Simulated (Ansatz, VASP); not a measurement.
## Bi2Se3: VASP beside Ansatz

The input INCAR:

```
SYSTEM = Bi2Se3
PREC = Accurate
ENCUT = 520
EDIFF = 1E-6
ISMEAR = 0
SIGMA = 0.03
LREAL = .FALSE.
LASPH = .TRUE.
NELM = 60
ALGO = Normal
ISIF = 2
LWAVE = .FALSE.
LCHARG = .FALSE.
GGA = PE
NBANDS = 32
```

File KPOINTS:

```
regular mesh
0
G
  12 12 12
  0 0 0
```

Contents of POSCAR:

```
Bi2Se3
1.0
    2.2314549727      1.2883311292      8.2259160319
   -2.2314549727      1.2883311292      8.2259160319
    0.0000000000     -2.5766622584      8.2259160319
Bi Se
2 3
Direct
    0.4008000000      0.4008000000      0.4008000000
    0.5992000000      0.5992000000      0.5992000000
    0.0000000000      0.0000000000      0.0000000000
    0.2117000000      0.2117000000      0.2117000000
    0.7883000000      0.7883000000      0.7883000000
```

Input for Ansatz:

```yaml
crystal:
  lattice:
    - [2.2314549727, 1.2883311292, 8.2259160319]
    - [-2.2314549727, 1.2883311292, 8.2259160319]
    - [0.0, -2.5766622584, 8.2259160319]
  atoms:
    - { symbol: Bi, position: [0.4008, 0.4008, 0.4008] }
    - { symbol: Bi, position: [0.5992, 0.5992, 0.5992] }
    - { symbol: Se, position: [0.0, 0.0, 0.0] }
    - { symbol: Se, position: [0.2117, 0.2117, 0.2117] }
    - { symbol: Se, position: [0.7883, 0.7883, 0.7883] }
basis:
  ecutwfc: 420
kpoints:
  mp_grid: { grid: [12, 12, 12] }
hamiltonian:
  xc: pbe
scf:
  occupations: { method: gaussian, width: 0.03 }
output:
  forces: true
  stress: true
  eigenvalues: true
```

Alike in both runs: task single point; functional PBE; k mesh 12 × 12 × 12; occupations gaussian, width 0.03 eV; no spin polarisation.

|  | VASP | Ansatz |
| --- | --- | --- |
| version | VASP 6.6.1 | Ansatz 0.2.0 |
| potentials or method | VASP PAW PBE potentials, release 64 (Bi_d, Se), cutoff 520 eV | scalar-relativistic, plane waves, PAW |
| valence electrons in the cell | 48 | 78 |

|  | VASP | Ansatz | Ansatz less VASP |
| --- | --- | --- | --- |
| gap on the k mesh at the Fermi level (eV) | none | none | - |
| pressure (GPa) | 1.3 | 1.3 | -0.01 |
| traceless stress, the component that is largest in VASP (GPa) | 3.53 | 3.55 | +0.021 |
| rms of the force components (eV/Å) | 0.110 | 0.108 | -0.0017 |

Atom by atom the forces differ by 0.003 eV/Å (rms over components). A gap of «none» marks a metal or a gap that the smearing closes. With one functional, cell and mesh, what is left measures potentials, basis and numerics. VASP's potentials hold 48 valence electrons a cell and Ansatz's 78, so a difference there can come from the potentials and not from the codes.

Neither program's run includes spin-orbit coupling.
